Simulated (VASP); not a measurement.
Here is a VASP 6.6.1 calculation.

Contents of INCAR:

```
SYSTEM = MoS2
ALGO = Normal ; EDIFF = 1E-6
ENCUT = 520 ; ISIF = 2
ISMEAR = -1 ; LASPH = .True.
LCHARG = .False. ; LREAL = .False.
LWAVE = .False. ; NBANDS = 49
NELM = 100 ; PREC = Accurate
SIGMA = 0.05
```

The input KPOINTS:

```
k-points
0
Gamma
  10 10 1
  0 0 0
```

The input POSCAR:

```
MoS2
1.0
    3.1215958539      0.0000000000      0.0000000000
   -1.5607979269      2.7033813098      0.0000000000
    0.0000000000      0.0000000000     27.6389754244
Mo S
3 6
Direct
    0.3333333333      0.6666666667      0.2182901576
    0.3333333333      0.6666666667      0.7817098424
    0.6666666667      0.3333333333      0.0000000000
    0.6666666667      0.3333333333      0.1620377613
    0.6666666667      0.3333333333      0.7255679345
    0.3333333333      0.6666666667      0.9437685451
    0.6666666667      0.3333333333      0.2744320655
    0.6666666667      0.3333333333      0.8379622387
    0.3333333333      0.6666666667      0.0562314549
```

Potentials or basis: VASP PAW LDA potentials, release 64 (Mo_sv, S).

Launch:

```console
$ cat potpaw_LDA.64/Mo_sv/POTCAR potpaw_LDA.64/S/POTCAR > POTCAR
$ mpirun -np 1 vasp_std > vasp.out
```

(1) What does it give for the largest force?

(2) Estimate the band gap on the k mesh.

## Answers

(1) 0.019 eV/Å.

(2) 1.01 eV, indirect (least direct gap 2.02 eV).
